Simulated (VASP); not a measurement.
Write the native input for VASP 6.6.1 that does the following.

* Task: single point
* Functional: HSE06
* Potentials or basis: VASP PAW PBE potentials, release 64 (Sn_d, Mg)
* Cutoff: 520 eV
* k mesh: 4 × 4 × 4
* Occupations: fermi-dirac, width 0.02 eV
* Spin: no spin polarisation
* Dipole correction: no
* Grid for exact exchange (PRECFOCK): Normal
* Further INCAR settings: ALGO = Normal; EDIFF = 1e-06; NBANDS = 16
* Share of exact exchange: 0.25
* Screening parameter: 0.2079 1/Å

The system is Mg2Sn.

```xyz
3
Lattice="0.0000 3.3799 3.3799 3.3799 0.0000 3.3799 3.3799 3.3799 0.0000" Properties=species:S:1:pos:R:3 pbc="T T T"
Sn    0.0000    0.0000    0.0000
Mg    1.6900    1.6900    1.6900
Mg    5.0699    5.0699    5.0699
```

One way to write it, as run:

POSCAR

```
Mg2Sn
1.0
    0.0000000000      3.3799352825      3.3799352825
    3.3799352825      0.0000000000      3.3799352825
    3.3799352825      3.3799352825      0.0000000000
Sn Mg
1 2
Direct
    0.0000000000      0.0000000000      0.0000000000
    0.2500000000      0.2500000000      0.2500000000
    0.7500000000      0.7500000000      0.7500000000
```

INCAR.step1

```
ALGO     = Normal         # electronic algorithm
EDIFF    = 1E-5           # SCF threshold, eV
ENCUT    = 520            # plane-wave cutoff, eV
GGA      = PE             # functional
GGA_COMPAT= F            
ISIF     = 2              # what is computed and relaxed
ISMEAR   = -1             # smearing method
LASPH    = T              # aspherical terms in the spheres
LCHARG   = F              # write CHGCAR
LREAL    = F              # projectors in reciprocal space
LWAVE    = T              # write WAVECAR
NBANDS   = 16             # bands
NELM     = 120            # most SCF steps
PREC     = Accurate       # precision mode
SIGMA    = 0.02           # smearing width, eV
```

INCAR.step2

```
ALGO     = Normal         # electronic algorithm
EDIFF    = 1E-6           # SCF threshold, eV
ENCUT    = 520            # plane-wave cutoff, eV
GGA      = PE             # functional
GGA_COMPAT= F            
HFSCREEN = 0.2079         # screening, 1/A
ISIF     = 2              # what is computed and relaxed
ISMEAR   = -1             # smearing method
ISTART   = 1            
LASPH    = T              # aspherical terms in the spheres
LCHARG   = F              # write CHGCAR
LHFCALC  = T              # exact exchange
LREAL    = F              # projectors in reciprocal space
LWAVE    = F              # write WAVECAR
NBANDS   = 16             # bands
NELM     = 120            # most SCF steps
PREC     = Accurate       # precision mode
PRECFOCK = Normal       
SIGMA    = 0.02           # smearing width, eV
```

KPOINTS

```
k-points
0
Gamma
  4 4 4
```

Potentials or basis: VASP PAW PBE potentials, release 64 (Sn_d, Mg).

Command:

```console
$ cat potpaw_PBE.64/Sn_d/POTCAR potpaw_PBE.64/Mg/POTCAR > POTCAR
$ cp INCAR.step1 INCAR
$ mpirun -np 1 vasp_std > vasp.out
$ cp INCAR.step2 INCAR
$ mpirun -np 1 vasp_std > vasp.out
```

Results of the run:

```yaml
Pressure: -0.1 GPa
```

Caveat: the k points lie up to 0.40 Å⁻¹ apart; the PAW data sets were made with another functional, which shifts forces and pressure a little.

Run time: 10 min on 1 thread of AMD EPYC 7R43 64-Core Processor (Zen 3) (shared host), peak memory 0.28 GiB.
